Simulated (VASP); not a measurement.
Wanted: the native input for a VASP 6.6.1 run.

```
Task                   : single point
Functional             : r2SCAN
Potentials or basis    : VASP PAW PBE potentials, release 64 (Ti_sv)
Cutoff                 : 520 eV
k mesh                 : 24 × 24 × 12
Occupations            : fermi-dirac, width 0.02 eV
Spin                   : no spin polarisation
Dipole correction      : no
Further INCAR settings : ALGO = Normal; EDIFF = 1e-07; NBANDS = 19
```

Ti:

```
Ti
1.0
     3.11422    0.00000    0.00000
    -1.55711    2.69699    0.00000
     0.00000    0.00000    4.20483
Ti
2
Direct
  0.33333 0.66667 0.25000
  0.66667 0.33333 0.75000
```

This cell differs from its parent crystal: ratio of the length along z to the lengths across it x 0.85, volume and fractional coordinates fixed.

The input as run:

POSCAR

```
Ti
1.0
    3.1142159576      0.0000000000      0.0000000000
   -1.5571079788      2.6969901322      0.0000000000
    0.0000000000      0.0000000000      4.2048279924
Ti
2
Direct
    0.3333333333      0.6666666667      0.2500000000
    0.6666666667      0.3333333333      0.7500000000
```

INCAR.step1

```
SYSTEM = Ti
PREC     = Accurate       ! precision mode
ENCUT    = 520            ! plane-wave cutoff, eV
ISMEAR   = -1             ! smearing method
SIGMA    = 0.02           ! smearing width, eV
LREAL    = .False.        ! projectors in reciprocal space
LASPH    = .True.         ! aspherical terms in the spheres
NELM     = 100            ! most SCF steps
NBANDS   = 19             ! bands
GGA      = PE             ! functional
ALGO     = Normal         ! electronic algorithm
EDIFF    = 1E-4           ! SCF threshold, eV
LWAVE    = .True.         ! write WAVECAR
LCHARG   = .False.        ! write CHGCAR
```

INCAR.step2

```
SYSTEM = Ti
PREC     = Accurate       ! precision mode
ENCUT    = 520            ! plane-wave cutoff, eV
EDIFF    = 1E-7           ! SCF threshold, eV
ISMEAR   = -1             ! smearing method
SIGMA    = 0.02           ! smearing width, eV
LREAL    = .False.        ! projectors in reciprocal space
LASPH    = .True.         ! aspherical terms in the spheres
NELM     = 100            ! most SCF steps
ALGO     = Normal         ! electronic algorithm
ISIF     = 2              ! what is computed and relaxed
LWAVE    = .False.        ! write WAVECAR
LCHARG   = .False.        ! write CHGCAR
METAGGA  = R2SCAN         ! meta-GGA
LMIXTAU  = .True.       
NBANDS   = 19             ! bands
ISTART   = 1
```

KPOINTS

```
Automatic mesh
0
Gamma
  24 24 12
  0 0 0
```

Potentials or basis: VASP PAW PBE potentials, release 64 (Ti_sv).

The run is started by

```sh
$ cat potpaw_PBE.64/Ti_sv/POTCAR > POTCAR
$ cp INCAR.step1 INCAR
$ mpirun -np 1 vasp_std > vasp.out
$ cp INCAR.step2 INCAR
$ mpirun -np 1 vasp_std > vasp.out
```

It gave:

The pressure is -1.5 GPa and the band gap on the k mesh is zero (bands 12 and 13 overlap by 1.08 eV).

Caveat: the stress differs along the axes, from -6 to 8 GPa; the PAW data sets were made with another functional, which shifts forces and pressure a little.

Run time: 29 min on 1 thread of Oxide Virtual Turin-like Processor, on a shared host, peak memory 0.31 GiB.
